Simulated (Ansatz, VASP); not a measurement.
One calculation of Al2Au, two programs

```
CELL_PARAMETERS angstrom
0.00000 3.00000 3.00000
3.00000 0.00000 3.00000
3.00000 3.00000 0.00000
ATOMIC_POSITIONS crystal
Al 0.25000 0.25000 0.25000
Al 0.75000 0.75000 0.75000
Au 0.00000 0.00000 0.00000
```

Alike in both runs: task electric field gradients; functional r2SCAN; k mesh 10 × 10 × 10; occupations fermi-dirac, width 0.05 eV; no spin polarisation.

```csv
,VASP,Ansatz
version,VASP 6.6.1,Ansatz 0.2.0
potentials or method,"VASP PAW PBE potentials, release 64 (Al, Au)","plane-wave PAW, scalar-relativistic"
plane-wave cutoff (eV),440,500
valence electrons in the cell,17,25
```

```tsv
	VASP	Ansatz	Ansatz less VASP
pressure (GPa)	0.4	0.7	+0.31
```

VASP's potentials were made for PBE, not for r2SCAN. VASP's potentials hold 17 valence electrons a cell and Ansatz's 25, so a difference there can come from the potentials and not from the codes.

Neither program's run includes spin-orbit coupling.
